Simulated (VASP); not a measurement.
Write the native input for VASP 6.6.1 that does the following.

| Item | Value |
| --- | --- |
| Task | single point |
| Functional | PBEsol |
| Potentials or basis | VASP PAW PBE potentials, release 64 (K_sv, Mg, F) |
| Cutoff | 520 eV |
| k mesh | 6 × 6 × 6 |
| Occupations | gaussian, width 0.01 eV |
| Spin | no spin polarisation |
| Dipole correction | no |
| Further INCAR settings | ALGO = Normal; EDIFF = 1e-06; NBANDS = 24 |

The structure of KMgF3 (cubic perovskite) lies in POSCAR:

```
KMgF3
1.0
    4.0845689666      0.0000000000      0.0000000000
    0.0000000000      4.0845689666      0.0000000000
    0.0000000000      0.0000000000      4.0845689666
K Mg F
1 1 3
Direct
    0.5000000000      0.5000000000      0.5000000000
    0.0000000000      0.0000000000      0.0000000000
    0.5000000000      0.0000000000      0.0000000000
    0.0000000000      0.5000000000      0.0000000000
    0.0000000000      0.0000000000      0.5000000000
```

This cell differs from its parent crystal: volume scaled by 1.06.

The input as run:

INCAR

```
PREC     = Accurate       # precision mode
ENCUT    = 520            # plane-wave cutoff, eV
EDIFF    = 1E-6           # SCF threshold, eV
ISMEAR   = 0              # smearing method
SIGMA    = 0.01           # smearing width, eV
LREAL    = False          # projectors in reciprocal space
LASPH    = True           # aspherical terms in the spheres
NELM     = 100            # most SCF steps
ALGO     = Normal         # electronic algorithm
ISIF     = 2              # what is computed and relaxed
LWAVE    = False          # write WAVECAR
LCHARG   = False          # write CHGCAR
GGA      = PS             # functional
NBANDS   = 24             # bands
```

KPOINTS

```
Automatic mesh
0
Gamma
  6 6 6
```

Potentials or basis: VASP PAW PBE potentials, release 64 (K_sv, Mg, F).

Launch:

```bash
$ cat potpaw_PBE.64/K_sv/POTCAR potpaw_PBE.64/Mg/POTCAR potpaw_PBE.64/F/POTCAR > POTCAR
$ mpirun -np 1 vasp_std > vasp.out
```

It gave:

The pressure is -4.7 GPa and the band gap on the k mesh is 6.61 eV, indirect (least direct gap 6.93 eV).

Caveat: the PAW data sets were made with another functional, which shifts forces and pressure a little.

It took 16 s on 1 thread of Intel(R) Xeon(R) 6975P-C (Granite Rapids), with other jobs on the host, peak memory 0.18 GiB.
